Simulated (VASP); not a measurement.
Input of a VASP 6.6.1 run:

Contents of INCAR:

```
SYSTEM = P4C
ALGO = Normal ; EDIFF = 1E-6
ENCUT = 520 ; GGA = PE
ISIF = 2 ; ISMEAR = 0
LASPH = .TRUE. ; LCHARG = .FALSE.
LREAL = .FALSE. ; LWAVE = .FALSE.
NBANDS = 20 ; NELM = 80
PREC = Accurate ; SIGMA = 0.1
```

Contents of KPOINTS:

```
k-points
0
G
  8 8 8
  0 0 0
```

Contents of POSCAR:

```
P4C
1.0
    4.3816097734      0.0000000000      0.0000000000
    0.0000000000      4.3816097734      0.0000000000
    0.0000000000      0.0000000000      4.3816097734
P C
4 1
Direct
    0.5000000000      0.5000000000      0.5000000000
    0.0000000000      0.5000000000      0.5000000000
    0.5000000000      0.0000000000      0.5000000000
    0.5000000000      0.5000000000      0.0000000000
    0.0000000000      0.0000000000      0.0000000000
```

Potentials or basis: VASP PAW PBE potentials, release 64 (P, C).

Launch:

```bash
$ cat potpaw_PBE.64/P/POTCAR potpaw_PBE.64/C/POTCAR > POTCAR
$ mpirun -np 1 vasp_std > vasp.out
```

What does it give for the pressure?

-0.2 GPa.

Predict the band gap on the k mesh.

zero (bands 12 and 13 overlap by 2.15 eV).
